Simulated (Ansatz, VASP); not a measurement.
## Al4Mo7W5: VASP beside Ansatz

INCAR

```
PREC = Accurate ; ENCUT = 520
EDIFF = 1E-6 ; ISMEAR = 0
SIGMA = 0.1 ; LREAL = Auto
LASPH = True ; NELM = 100
ALGO = Fast ; ISIF = 2
LWAVE = False ; LCHARG = False
GGA = PE ; NBANDS = 104
```

Contents of KPOINTS:

```
Automatic mesh
0
Gamma
  5 5 5
```

POSCAR

```
Al4Mo7W5
1.0
    6.3131600000     -0.0002320000      0.0054690000
   -0.0002320000      6.3177240000     -0.0000480000
    0.0055080000     -0.0000480000      6.3021130000
Al Mo W
4 7 5
Direct
    0.0002124582      0.9987674440      0.0022715113
    0.0002693864      0.5001146200      0.4990101489
    0.2505450277      0.7498491335      0.2495696082
    0.7508881925      0.7497472773      0.7515597283
    0.4997526507      0.0058109595      0.0009627759
    0.2559849300      0.2490349291      0.2500719224
    0.5005351392      0.4990608284      0.0005424036
    0.5004314180      0.9986953607      0.5008591245
    0.7492357279      0.2490222672      0.2513306514
    0.2497301603      0.2491483074      0.7499443601
    0.7431046083      0.7493721826      0.2507014587
    0.0002444053      0.4912883668      0.0005823936
    0.0003456765      0.0071033856      0.5007373934
    0.4997206104      0.4926592865      0.5000444248
    0.7438723511      0.2489899030      0.7512481102
    0.2577670910      0.7492547659      0.7507762894
```

Input for Ansatz:

```yaml
crystal:
  lattice:
    - [6.31316, -0.000232, 0.005469]
    - [-0.000232, 6.317724, -4.8e-05]
    - [0.005508, -4.8e-05, 6.302113]
  atoms:
    - { symbol: Al, position: [0.0002124582, 0.998767444, 0.0022715113] }
    - { symbol: Al, position: [0.0002693864, 0.50011462, 0.4990101489] }
    - { symbol: Al, position: [0.2505450277, 0.7498491335, 0.2495696082] }
    - { symbol: Al, position: [0.7508881925, 0.7497472773, 0.7515597283] }
    - { symbol: Mo, position: [0.4997526507, 0.0058109595, 0.0009627759] }
    - { symbol: Mo, position: [0.25598493, 0.2490349291, 0.2500719224] }
    - { symbol: Mo, position: [0.5005351392, 0.4990608284, 0.0005424036] }
    - { symbol: Mo, position: [0.500431418, 0.9986953607, 0.5008591245] }
    - { symbol: Mo, position: [0.7492357279, 0.2490222672, 0.2513306514] }
    - { symbol: Mo, position: [0.2497301603, 0.2491483074, 0.7499443601] }
    - { symbol: Mo, position: [0.7431046083, 0.7493721826, 0.2507014587] }
    - { symbol: W, position: [0.0002444053, 0.4912883668, 0.0005823936] }
    - { symbol: W, position: [0.0003456765, 0.0071033856, 0.5007373934] }
    - { symbol: W, position: [0.4997206104, 0.4926592865, 0.5000444248] }
    - { symbol: W, position: [0.7438723511, 0.248989903, 0.7512481102] }
    - { symbol: W, position: [0.257767091, 0.7492547659, 0.7507762894] }
basis:
  ecutwfc: 420
kpoints:
  mp_grid: { grid: [5, 5, 5] }
hamiltonian:
  xc: pbe
scf:
  occupations: { method: gaussian, width: 0.1 }
  n_extra_bands: 8
output:
  forces: true
  stress: true
  eigenvalues: true
  populations: true
  dos:
    method: { smearing: { sigma: 0.1, scheme: gaussian } }
    projected: true
    de: 0.02
  write_density: true
  write_potential: true
  elf: true
  volumetric_format: npy
```

Alike in both runs: task single point; functional PBE; k mesh 5 × 5 × 5; occupations gaussian, width 0.1 eV; no spin polarisation.

|  | VASP | Ansatz |
| --- | --- | --- |
| version | VASP 6.6.1 | Ansatz 0.2.0 |
| potentials or method | VASP PAW PBE potentials, release 64 (Al, Mo_sv, W_sv), cutoff 520 eV | scalar-relativistic, plane waves, PAW |
| valence electrons in the cell | 180 | 180 |

```tsv
	VASP	Ansatz	Ansatz less VASP
gap on the k mesh at the Fermi level (eV)	none	none	-
pressure (GPa)	0.3	0.0	-0.33
traceless stress, the component that is largest in VASP (GPa)	0.32	0.31	-0.004
rms of the force components (eV/Å)	0.020	0.015	-0.0049
```

Atom by atom the forces differ by 0.007 eV/Å (rms over components). A gap of «none» marks a metal or a gap that the smearing closes.

Neither program's run includes spin-orbit coupling.
